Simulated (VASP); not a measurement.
# Ga4Cu3Se7 (a cell with a defect) in VASP: notebook, part 2 of 2

VASP 6.6.1.

**3. Single point, PBEsol, collinear spin**

INCAR reads:

```
SYSTEM = Ga4Cu3Se7
PREC = Accurate
ENCUT = 400
EDIFF = 1E-6
ISMEAR = -1
SIGMA = 0.05
LREAL = .FALSE.
LASPH = .TRUE.
NELM = 200
ALGO = Normal
ISIF = 2
LWAVE = .FALSE.
LCHARG = .FALSE.
ISPIN = 2
MAGMOM = 0 0 0.167 0.167 0 0 0.167 0 0 0.167 0.167 0 0.167 0
LORBIT = 11
LMAXMIX = 4
GGA = PS
ISYM = -1
NBANDS = 80
GGA_COMPAT = .FALSE.
```

KPOINTS reads:

```
explicit points
1
Reciprocal
  0.25000000   0.25000000   0.25000000 1
```

POSCAR reads:

```
Ga4Cu3Se7
1.0
    5.5698670000     -0.0000550000     -0.0000110000
   -0.0000550000      5.5698670000     -0.0000110000
   -0.0000220000     -0.0000220000     11.0708550000
Cu Ga Se
3 4 7
Direct
    0.9919140000      0.9821300000      0.9964990000
    0.0034480000      0.5019480000      0.2526030000
    0.5042810000      0.9975600000      0.7468320000
    0.9956820000      0.9940020000      0.4986990000
    0.4936810000      0.9964240000      0.2517120000
    0.4989270000      0.4979570000      0.9974930000
    0.0053750000      0.4982500000      0.7494120000
    0.2346860000      0.2510960000      0.1232850000
    0.7566120000      0.7434230000      0.1276160000
    0.7381640000      0.2555090000      0.3715270000
    0.2383250000      0.7436920000      0.3780430000
    0.7370800000      0.2417330000      0.8793140000
    0.7398780000      0.7461540000      0.6232530000
    0.2567650000      0.7587110000      0.8758040000
```

Potentials or basis: VASP PAW PBE potentials, release 64 (Cu, Ga_d, Se).

Started as:

```sh
$ cat potpaw_PBE.64/Cu/POTCAR potpaw_PBE.64/Ga_d/POTCAR potpaw_PBE.64/Se/POTCAR > POTCAR
$ mpirun -np 1 vasp_std > vasp.out
```

OUTCAR:

```text
SYSTEM = Ga4Cu3Se7
   PREC = Accurate
   ENCUT = 400
   EDIFF = 1E-6
   ISMEAR = -1
   LREAL = .FALSE.
   LASPH = .TRUE.
   NELM = 200
   ISIF = 2
   ISPIN = 2
   LORBIT = 11
   GGA = PS
   ISYM = -1

 ion  position               nearest neighbor table
   1  0.992  0.982  0.996-  14 2.35   9 2.36  12 2.41   8 2.46
   2  0.003  0.502  0.253-  11 2.34   9 2.37   8 2.38  10 2.41
   3  0.504  0.998  0.747-  13 2.36  12 2.38  14 2.39
   4  0.996  0.994  0.499-  11 2.36  13 2.42  10 2.48
   5  0.494  0.996  0.252-  10 2.39  11 2.44   9 2.45   8 2.47
   6  0.499  0.498  0.997-  12 2.35  14 2.40   8 2.45   9 2.45
   7  0.005  0.498  0.749-  14 2.45  13 2.46  12 2.52
   8  0.235  0.251  0.123-   2 2.38   6 2.45   1 2.46   5 2.47
   9  0.757  0.743  0.128-   1 2.36   2 2.37   6 2.45   5 2.45
  10  0.738  0.256  0.372-   5 2.39   2 2.41   4 2.48
  11  0.238  0.744  0.378-   2 2.34   4 2.36   5 2.44
  12  0.737  0.242  0.879-   6 2.35   3 2.38   1 2.41   7 2.52
  13  0.740  0.746  0.623-   3 2.36   4 2.42   7 2.46
  14  0.257  0.759  0.876-   1 2.35   3 2.39   6 2.40   7 2.45

IMPORTANT INFORMATION: All symmetrisations will be switched off!
NOSYMM: (Re-)initialisation of all symmetry stuff for point group C_1.

----------------------------------------------------------------------------------------

                                     Primitive cell

  volume of cell :     343.4558

  direct lattice vectors                    reciprocal lattice vectors
     5.569867000 -0.000055000 -0.000011000     0.179537501  0.000001773  0.000000357
    -0.000055000  5.569867000 -0.000011000     0.000001773  0.179537501  0.000000357
    -0.000022000 -0.000022000 11.070855000     0.000000178  0.000000178  0.090327260

  length of vectors
     5.569867000  5.569867000 11.070855000     0.179537501  0.179537501  0.090327260

  position of ions in fractional coordinates (direct lattice)
     0.991914000  0.982130000  0.996499000
[... 282 lines left out ...]
  -------------------------------------------------------------------------------------
  Total       -1.1835948     -1.6765788     -3.6104020     -6.2912707      0.5934687     -1.2449782
  in kB       -5.5213188     -7.8210264    -16.8420647    -29.3479749      2.7684559     -5.8076645
  external PRESSURE =     -10.0614700 kB  Pullay stress =       0.0000000 kB

 VOLUME and BASIS-vectors are now :
 -----------------------------------------------------------------------------
  energy-cutoff  :      400.00
  volume of cell :      343.46
      direct lattice vectors                 reciprocal lattice vectors
     5.569867000 -0.000055000 -0.000011000     0.179537501  0.000001773  0.000000357
    -0.000055000  5.569867000 -0.000011000     0.000001773  0.179537501  0.000000357
    -0.000022000 -0.000022000 11.070855000     0.000000178  0.000000178  0.090327260

 POSITION                                       TOTAL-FORCE (eV/Angst)
 -----------------------------------------------------------------------------------
      5.52475      5.47026     11.03207        -0.059384      0.258541      0.595547
      0.01917      2.79578      2.79653        -0.091501     -0.256112      0.447973
      2.80871      5.55623      8.26805         0.242862     -0.211531      0.449204
      5.54575      5.53639      5.52100        -0.607030      0.298380     -0.127458
      2.74968      5.54992      2.78665        -0.109307     -0.042971      0.299991
      2.77891      2.77350     11.04309        -0.072192      0.256204      0.978079
      0.02989      2.77517      8.29663        -0.192338     -0.276487     -0.124970
      1.30715      1.39856      1.36487         0.064175     -0.330011     -0.507205
      4.21418      4.14072      1.41280        -0.406810      0.195267     -0.614077
      4.11145      1.42310      4.11311         0.494551      0.137459      0.384140
      1.32739      4.14224      4.18525         0.530009     -0.151673     -0.186196
      4.10540      1.34636      9.73475         0.262991     -0.115784     -1.051986
      4.12097      4.15592      6.89993        -0.007355      0.034067      0.099873
      1.43009      4.22589      9.69589        -0.048673      0.204652     -0.642914
 -----------------------------------------------------------------------------------
    total drift:                               -0.002320      0.005452     -0.000005

  FREE ENERGIE OF THE ION-ELECTRON SYSTEM (eV)
  ---------------------------------------------------
  free  energy   TOTEN  =       -57.0414644650 eV

  energy  without entropy=      -57.0046547309  energy(sigma->0) =      -57.02305960

 total charge

# of ion       s       p       d       tot
------------------------------------------
    1        0.384   0.362   9.250   9.996
    2        0.395   0.385   9.234  10.014
    3        0.385   0.280   9.274   9.938
    4        0.916   0.636   9.997  11.549
    5        0.868   0.721  10.021  11.609
    6        0.868   0.760  10.030  11.658
    7        0.956   0.585   9.980  11.521
    8        1.447   2.361   0.047   3.855
    9        1.445   2.381   0.052   3.879
   10        1.463   2.343   0.034   3.841
   11        1.462   2.358   0.041   3.862
   12        1.446   2.379   0.052   3.876
   13        1.466   2.325   0.038   3.829
   14        1.446   2.378   0.055   3.879
--------------------------------------------------
tot         14.947  20.254  68.104 103.305

 magnetization (x)

# of ion       s       p       d       tot
------------------------------------------
    1        0.002   0.002   0.028   0.033
    2        0.000   0.002   0.029   0.032
    3        0.010   0.009   0.029   0.047
    4        0.015   0.028   0.002   0.045
    5        0.001   0.003   0.001   0.004
    6        0.001   0.003   0.002   0.007
    7        0.037   0.047   0.001   0.084
    8        0.001   0.019   0.000   0.021
    9        0.000   0.007   0.000   0.007
   10        0.002   0.008   0.001   0.011
   11        0.001   0.023   0.000   0.024
   12        0.001   0.024   0.002   0.026
   13        0.002   0.059   0.001   0.063
   14        0.001   0.035   0.001   0.037
--------------------------------------------------
tot          0.075   0.269   0.096   0.441
```

OSZICAR:

```text
N       E                     dE             d eps       ncg     rms          rms(c)
DAV:   1     0.127495859889E+04    0.12750E+04   -0.44399E+04   352   0.175E+03
DAV:   2     0.217316474725E+03   -0.10576E+04   -0.10003E+04   328   0.545E+02
[... 13 lines left out ...]
DAV:  16    -0.570414279065E+02   -0.61949E-04   -0.32695E-04   456   0.123E-01    0.233E-02
DAV:  17    -0.570414493129E+02   -0.21406E-04   -0.36670E-05   456   0.766E-02    0.162E-02
DAV:  18    -0.570414609485E+02   -0.11636E-04   -0.16142E-05   456   0.562E-02    0.122E-02
DAV:  19    -0.570414630223E+02   -0.20738E-05   -0.94219E-06   384   0.369E-02    0.467E-03
DAV:  20    -0.570414641455E+02   -0.11231E-05   -0.44431E-06   320   0.217E-02    0.192E-03
DAV:  21    -0.570414644650E+02   -0.31950E-06   -0.15126E-06   232   0.947E-03
   1 F= -.57041464E+02 E0= -.57023060E+02  d E =-.368097E-01  mag=     0.7936
```

stdout:

```text
POSCAR found type information on POSCAR CuGaSe
 POSCAR found :  3 types and      14 ions
 scaLAPACK will be used
 -----------------------------------------------------------------------------
|                                                                             |
|                                                                             |
|     You enforced a specific xc type in the INCAR file but a different       |
|     I HOPE YOU KNOW WHAT YOU ARE DOING!                                     |
|                                                                             |
 -----------------------------------------------------------------------------

 LDA part: xc-table for (Slater+PW92), standard interpolation
 POSCAR, INCAR and KPOINTS ok, starting setup
 FFT: planning ... GRIDC
 FFT: planning ... GRID_SOFT
 FFT: planning ... GRID
 WAVECAR not read
 entering main loop
```

Wall time 4.3 min (1 thread of Intel Xeon 8259CL, shared host); peak memory 0.37 GiB.

What came out:

- Free energy: -57.0415 eV
- Pressure: -1.0 GPa
- Largest force: 1.091 eV/Å
- Net moment: 0.79 μB per cell
- Site moments: Cu +0.03, +0.05 (each value once); Ga +0.04, +0.00, +0.01, +0.08; Se +0.02, +0.01, +0.03, +0.06, +0.04 (each value once) μB
- Valence electrons inside the program's atomic spheres: Cu 10.00, 10.01, 9.94; Ga 11.55, 11.61, 11.66, 11.52; Se 3.85, 3.88, 3.84, 3.86, 3.83 (each value once)

Forces in eV/Å, atoms in the order of the input:
```
Cu  -0.059  0.259  0.596
Cu  -0.092 -0.256  0.448
Cu   0.243 -0.212  0.449
Ga  -0.607  0.298 -0.127
Ga  -0.109 -0.043  0.300
Ga  -0.072  0.256  0.978
Ga  -0.192 -0.276 -0.125
Se   0.064 -0.330 -0.507
Se  -0.407  0.195 -0.614
Se   0.495  0.137  0.384
Se   0.530 -0.152 -0.186
Se   0.263 -0.116 -1.052
Se  -0.007  0.034  0.100
Se  -0.049  0.205 -0.643
```

Stress tensor (GPa, compression positive):
```
-0.55 -2.93 -0.58
-2.93 -0.78  0.28
-0.58  0.28 -1.68
```

Caveat: a moment this small can come from the mesh or the smearing; the PAW data sets were made with another functional, which shifts forces and pressure a little.

**4. Single point, PBEsol, collinear spin**

INCAR reads:

```
SYSTEM = Ga4Cu3Se7
ALGO     = Normal         ! electronic algorithm
EDIFF    = 1E-6           ! SCF threshold, eV
ENCUT    = 400            ! plane-wave cutoff, eV
GGA      = PS             ! functional
GGA_COMPAT= .FALSE.      
ISIF     = 2              ! what is computed and relaxed
ISMEAR   = 0              ! smearing method
ISPIN    = 2              ! spin polarisation
ISYM     = -1           
LASPH    = .TRUE.         ! aspherical terms in the spheres
LCHARG   = .TRUE.         ! write CHGCAR
LELF     = .TRUE.         ! ELF
LMAXMIX  = 4              ! l up to which the mixer works
LORBIT   = 11             ! projections on sites
LREAL    = .FALSE.        ! projectors in reciprocal space
LVHAR    = .TRUE.       
LWAVE    = .FALSE.        ! write WAVECAR
MAGMOM   = 0 0 0.167 0.167 0 0 0.167 0 0 0.167 0.167 0 0.167 0 ! initial moments
NBANDS   = 80             ! bands
NELM     = 200            ! most SCF steps
PREC     = Accurate       ! precision mode
SIGMA    = 0.05           ! smearing width, eV
```

KPOINTS is that of step 3.

POSCAR is that of step 3.

Started as:

```sh
$ cat potpaw_PBE.64/Cu/POTCAR potpaw_PBE.64/Ga_d/POTCAR potpaw_PBE.64/Se/POTCAR > POTCAR
$ mpirun -np 1 vasp_std > vasp.out
```

Wall time 5.1 min (1 thread of Intel Xeon 8259CL, shared host); peak memory 0.37 GiB.

Results (log left out):

```yaml
Free_energy: -57.0321 eV
Pressure: -1.0 GPa
Largest_force: 1.105 eV/Å
Net_moment: 1.00 μB per cell
Site_moments: Cu +0.04, +0.05, +0.06; Ga +0.05, +0.01, +0.10 (each value once); Se +0.03, +0.01, +0.08, +0.05 (each value once) μB
Valence_electrons_inside_the_program's_atomic_spheres: Cu 10.00, 10.02, 9.94; Ga 11.55, 11.61, 11.66, 11.52; Se 3.85, 3.88, 3.84, 3.86, 3.83 (each value once)
```

Forces in eV/Å, atoms in the order of the input:
```
Cu  -0.059  0.255  0.600
Cu  -0.090 -0.255  0.446
Cu   0.252 -0.216  0.462
Ga  -0.623  0.273 -0.180
Ga  -0.107 -0.049  0.288
Ga  -0.067  0.260  0.992
Ga  -0.210 -0.244 -0.088
Se   0.071 -0.326 -0.510
Se  -0.419  0.193 -0.615
Se   0.497  0.137  0.401
Se   0.532 -0.144 -0.165
Se   0.272 -0.117 -1.065
Se   0.007  0.035  0.094
Se  -0.056  0.198 -0.661
```

Stress tensor (GPa, compression positive):
```
-0.54 -2.98 -0.58
-2.98 -0.75  0.28
-0.58  0.28 -1.70
```

Levels at points of the mesh, in eV from the Fermi level:
Spin up:
| k point | band 60 | band 61 | band 62 | band 63 | band 64 | band 65 | band 66 | band 67 | band 68 | band 69 |
| --- | --- | --- | --- | --- | --- | --- | --- | --- | --- | --- |
| (0.25, 0.25, 0.25) | -0.93 | -0.82 | -0.53 | -0.31 | -0.13 | 0.75 | 1.84 | 2.20 | 2.48 | 3.13 |
Spin down:
| k point | band 61 | band 62 | band 63 | band 64 | band 65 | band 66 |
| --- | --- | --- | --- | --- | --- | --- |
| (0.25, 0.25, 0.25) | -0.74 | -0.48 | -0.22 | 0.13 | 0.94 | 1.90 |

Caveat: the PAW data sets were made with another functional, which shifts forces and pressure a little.

**5. Single point, PBEsol, collinear spin**

INCAR reads:

```
SYSTEM = Ga4Cu3Se7
PREC = Accurate ; ENCUT = 400
EDIFF = 1E-6 ; ISMEAR = -1
SIGMA = 0.05 ; LREAL = .FALSE.
LASPH = .TRUE. ; NELM = 200
ALGO = Normal ; ISIF = 2
LWAVE = .FALSE. ; LCHARG = .FALSE.
ISPIN = 2 ; MAGMOM = 0 0 0.167 0.167 0 0 0.167 0 0 0.167 0.167 0 0.167 0
LORBIT = 11 ; LMAXMIX = 4
GGA = PS ; NBANDS = 80
NELECT = 125.0 ; ISYM = -1
GGA_COMPAT = .FALSE.
```

KPOINTS is that of step 4.

POSCAR is that of step 4.

Started as:

```sh
$ cat potpaw_PBE.64/Cu/POTCAR potpaw_PBE.64/Ga_d/POTCAR potpaw_PBE.64/Se/POTCAR > POTCAR
$ mpirun -np 1 vasp_std > vasp.out
```

Run time: 5.5 min. Hardware: 1 thread of Intel Xeon 8259CL, shared host; peak memory 0.37 GiB.

The run converged. Its results:

```yaml
Free_energy: -62.1653 eV
Largest_force: 1.473 eV/Å
Net_moment: 0.64 μB per cell
Site_moments: Cu +0.05, +0.12, +0.00; Ga +0.01, +0.00, -0.00 (each value once); Se +0.05, +0.06, +0.08, +0.02, +0.00, +0.01 (each value once) μB
Valence_electrons_inside_the_program's_atomic_spheres: Cu 9.92, 9.93, 9.88; Ga 11.48, 11.56, 11.61, 11.44; Se 3.79, 3.82, 3.77, 3.76 (each value once)
```

Forces on the atoms (eV/Å):
```
Cu  -0.194  0.222  0.610
Cu  -0.143 -0.270  0.420
Cu   0.309 -0.280  0.695
Ga  -1.050 -0.348 -0.501
Ga  -0.058 -0.126  0.429
Ga  -0.064  0.339  1.016
Ga  -0.668  0.487  0.612
Se  -0.131 -0.321 -0.613
Se  -0.126  0.291 -0.621
Se   0.696  0.272  0.380
Se   0.329 -0.062 -0.241
Se   0.544 -0.477 -1.283
Se   0.511  0.000  0.044
Se   0.046  0.272 -0.947
```

Levels at points of the mesh, in eV from the Fermi level:
Spin up:
```csv
k point,band 60,band 61,band 62,band 63,band 64,band 65,band 66,band 67
"(0.25, 0.25, 0.25)",-0.62,-0.44,-0.24,-0.08,0.33,1.21,2.36,2.71
```
Spin down:
| k point | band 59 | band 60 | band 61 | band 62 | band 63 | band 64 | band 65 | band 66 |
| --- | --- | --- | --- | --- | --- | --- | --- | --- |
| (0.25, 0.25, 0.25) | -0.76 | -0.54 | -0.41 | -0.18 | 0.07 | 0.36 | 1.23 | 2.38 |

Caveat: the cell carries a net charge on a neutralising background, which shifts energy and pressure; the cell is charged against a uniform background, so pressure and absolute levels hang on convention; a moment this small can come from the mesh or the smearing; the PAW data sets were made with another functional, which shifts forces and pressure a little.
